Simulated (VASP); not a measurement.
# WI6 (Fm-3m) in VASP: a series of runs, part 3 of 3

VASP 6.6.1. The steps go on from the part before.

## Step 6: Single point, PBE (atoms taken out)

Input file INCAR:

```
SYSTEM = WI6
PREC = Accurate ; ENCUT = 520
EDIFF = 1E-6 ; ISMEAR = 0
SIGMA = 0.1 ; LREAL = .False.
LASPH = .True. ; NELM = 60
ALGO = Normal ; ISIF = 2
LWAVE = .False. ; LCHARG = .False.
GGA = PE ; NBANDS = 37
```

Input file KPOINTS:

```
regular mesh
0
Gamma
  4 4 4
  0 0 0
```

Input file POSCAR:

```
WI6
1.0
    0.0000000000      5.7844429000      5.7844429000
    5.7844429000      0.0000000000      5.7844429000
    5.7844429000      5.7844429000      0.0000000000
W I
1 6
Direct
    0.0000000000      0.0000000000      0.0000000000
    0.7656460000      0.2343540000      0.2343540000
    0.2343540000      0.7656460000      0.7656460000
    0.2343540000      0.7656460000      0.2343540000
    0.7656460000      0.2343540000      0.7656460000
    0.2343540000      0.2343540000      0.7656460000
    0.7656460000      0.7656460000      0.2343540000
```

Potentials or basis: VASP PAW PBE potentials, release 64 (W_sv, I).

The run is started by

```bash
> cat potpaw_PBE.64/W_sv/POTCAR potpaw_PBE.64/I/POTCAR > POTCAR
> mpirun -np 1 vasp_std > vasp.out
```

OUTCAR:

```text
SYSTEM = WI6
   PREC = Accurate
   ENCUT = 520
   EDIFF = 1E-6
   ISMEAR = 0
   LREAL = .False.
   LASPH = .True.
   NELM = 60
   ISIF = 2
   GGA = PE

 ion  position               nearest neighbor table
   1  0.000  0.000  0.000-   2 2.71   3 2.71   4 2.71   5 2.71   6 2.71   7 2.71
   2  0.766  0.234  0.234-   1 2.71
   3  0.234  0.766  0.766-   1 2.71
   4  0.234  0.766  0.234-   1 2.71
   5  0.766  0.234  0.766-   1 2.71
   6  0.234  0.234  0.766-   1 2.71
   7  0.766  0.766  0.234-   1 2.71

  LATTYP: Found a face centered cubic cell.
 ALAT       =    11.5688858000

  Lattice vectors:

 A1 = (   0.0000000000,   5.7844429000,   5.7844429000)
 A2 = (   5.7844429000,   0.0000000000,   5.7844429000)
 A3 = (   5.7844429000,   5.7844429000,   0.0000000000)

Analysis of symmetry for initial positions (statically):
=====================================================================
 Subroutine PRICEL returns:
 Original cell was already a primitive cell.

[... 166 lines left out ...]
 cond. band min:       0.4846022840   @ k =   0.5000   0.5000   0.0000
 fundamental gap:      0.1897560403
 Fermi energy:         0.3917737328

 k-point     1 :       0.0000    0.0000    0.0000
  band No.  band energies     occupation
      1     -75.2474      2.00000
      2     -39.3108      2.00000
      3     -39.3108      2.00000
      4     -39.3108      2.00000
      5     -12.1300      2.00000
      6     -11.3393      2.00000
[... 309 lines left out ...]
     36       6.8385      0.00000
     37       7.0251      0.00000

------------------------ aborting loop because EDIFF is reached ----------------------------------------

  FORCE on cell =-STRESS in cart. coord.  units (eV):
  Direction    XX          YY          ZZ          XY          YZ          ZX
  --------------------------------------------------------------------------------------
  -------------------------------------------------------------------------------------
  Total       -0.0262785     -0.0262785     -0.0262785     -0.0000000     -0.0000000      0.0000000
  in kB       -0.1087669     -0.1087669     -0.1087669     -0.0000000     -0.0000000      0.0000000
  external PRESSURE =      -0.1087669 kB  Pullay stress =       0.0000000 kB

 VOLUME and BASIS-vectors are now :
 -----------------------------------------------------------------------------
  energy-cutoff  :      520.00
  volume of cell :      387.09
      direct lattice vectors                 reciprocal lattice vectors
     0.000000000  5.784442900  5.784442900    -0.086438748  0.086438748  0.086438748
     5.784442900  0.000000000  5.784442900     0.086438748 -0.086438748  0.086438748
     5.784442900  5.784442900  0.000000000     0.086438748  0.086438748 -0.086438748

 POSITION                                       TOTAL-FORCE (eV/Angst)
 -----------------------------------------------------------------------------------
      0.00000      0.00000      0.00000        -0.000000      0.000000     -0.000000
      2.71121      5.78444      5.78444        -0.009783      0.000000     -0.000000
      8.85767      5.78444      5.78444         0.009783      0.000000     -0.000000
      5.78444      2.71121      5.78444        -0.000000     -0.009783     -0.000000
      5.78444      8.85767      5.78444        -0.000000      0.009783     -0.000000
      5.78444      5.78444      2.71121        -0.000000      0.000000     -0.009783
      5.78444      5.78444      8.85767        -0.000000      0.000000      0.009783
 -----------------------------------------------------------------------------------
    total drift:                               -0.000000     -0.000000     -0.000000

  FREE ENERGIE OF THE ION-ELECTRON SYSTEM (eV)
  ---------------------------------------------------
  free  energy   TOTEN  =       -22.1601110752 eV

  energy  without entropy=      -22.1522412290  energy(sigma->0) =      -22.15617615
```

OSZICAR:

```text
N       E                     dE             d eps       ncg     rms          rms(c)
DAV:   1     0.383136612354E+03    0.38314E+03   -0.21815E+04   656   0.123E+03
DAV:   2     0.116943658784E+02   -0.37144E+03   -0.36224E+03   789   0.236E+02
DAV:   3    -0.246011856263E+02   -0.36296E+02   -0.36095E+02   720   0.721E+01
DAV:   4    -0.257201357405E+02   -0.11190E+01   -0.11166E+01   803   0.141E+01
DAV:   5    -0.257415325578E+02   -0.21397E-01   -0.21395E-01   767   0.204E+00    0.170E+01
DAV:   6    -0.254707358757E+02    0.27080E+00   -0.54481E+01   602   0.212E+01    0.167E+01
DAV:   7    -0.227247492252E+02    0.27460E+01   -0.22896E+01   597   0.189E+01    0.690E+00
DAV:   8    -0.222123239089E+02    0.51243E+00   -0.86674E-01   662   0.479E+00    0.282E+00
DAV:   9    -0.221866659110E+02    0.25658E-01   -0.30782E-01   627   0.287E+00    0.177E+00
DAV:  10    -0.221949479774E+02   -0.82821E-02   -0.11105E-01   607   0.249E+00    0.142E+00
DAV:  11    -0.221600685765E+02    0.34879E-01   -0.21679E-02   622   0.117E+00    0.319E-01
DAV:  12    -0.221600371655E+02    0.31411E-04   -0.48772E-03   688   0.282E-01    0.957E-02
DAV:  13    -0.221601149306E+02   -0.77765E-04   -0.16926E-04   680   0.653E-02    0.530E-02
DAV:  14    -0.221601067401E+02    0.81905E-05   -0.23162E-05   692   0.319E-02    0.257E-02
DAV:  15    -0.221601114145E+02   -0.46744E-05   -0.93200E-06   637   0.136E-02    0.153E-02
DAV:  16    -0.221601110752E+02    0.33929E-06   -0.89413E-07   504   0.545E-03
   1 F= -.22160111E+02 E0= -.22156176E+02  d E =-.786985E-02
```

It took 3 min on 1 thread of Intel Xeon 6975P-C (Granite Rapids), shared host; peak memory 0.56 GiB.

What came out:

* Free energy: -22.1601 eV
* Pressure: 0.0 GPa
* Largest force: 0.010 eV/Å
* Band gap on the k mesh: 0.19 eV (least direct gap 0.20 eV)

Forces in eV/Å, atoms in the order of the input:
```
W    0.000  0.000  0.000
I   -0.010  0.000  0.000
I    0.010  0.000  0.000
I    0.000 -0.010  0.000
I    0.000  0.010  0.000
I    0.000  0.000 -0.010
I    0.000  0.000  0.010
```

Levels at points of the mesh, in eV from the valence-band top:
```tsv
k point	band 24	band 25	band 26	band 27	band 28	band 29	band 30	band 31	band 32	band 33
(0.00, 0.00, 0.00)	-0.45	-0.45	0.00	0.00	0.00	0.21	0.21	0.21	3.38	3.38
(0.50, 0.00, 0.00)	-0.47	-0.47	-0.43	-0.43	-0.28	0.38	0.48	0.48	3.01	3.01
(0.50, 0.50, 0.00)	-0.75	-0.75	-0.60	-0.60	-0.01	0.19	0.74	0.74	2.22	3.36
```

Caveat: the cell differs from its parent crystal (atoms taken out); spin-orbit coupling is left out, which moves the levels of the heavy elements. A k mesh can miss the band edges.

## Step 7: Summary

```csv
cell,k mesh,smearing,gap on the mesh (eV),pressure (GPa),largest force (eV/Å)
"a = 8.180 Å, angles 60.0°, 7 atoms, atomic positions A",6 × 6 × 6,gaussian 0.01 eV,0.19,0.0,0.01
"a = 8.181 Å, angles 60.0°, 7 atoms, atomic positions A",6 × 6 × 6,gaussian 0.01 eV,0.19,0.0,-
"a = 8.261 Å, angles 60.0°, 7 atoms, atomic positions B",6 × 6 × 6,gaussian 0.01 eV,0.24,-0.1,-
"a = 8.341 Å, angles 60.0°, 7 atoms, atomic positions C",6 × 6 × 6,gaussian 0.01 eV,0.28,-0.1,-
"a = 8.180 Å, angles 60.0°, 7 atoms, atomic positions A",4 × 4 × 4,gaussian 0.1 eV,0.19,0.0,0.01
```

Alike in all rows: task single point; level PBE; potentials or basis VASP PAW PBE potentials, release 64 (W_sv, I); no spin polarisation; cutoff (eV) 520.

Caveats: spin-orbit coupling is left out, which moves the levels of the heavy elements.

Absolute energies hang on the potentials; compare differences alone.
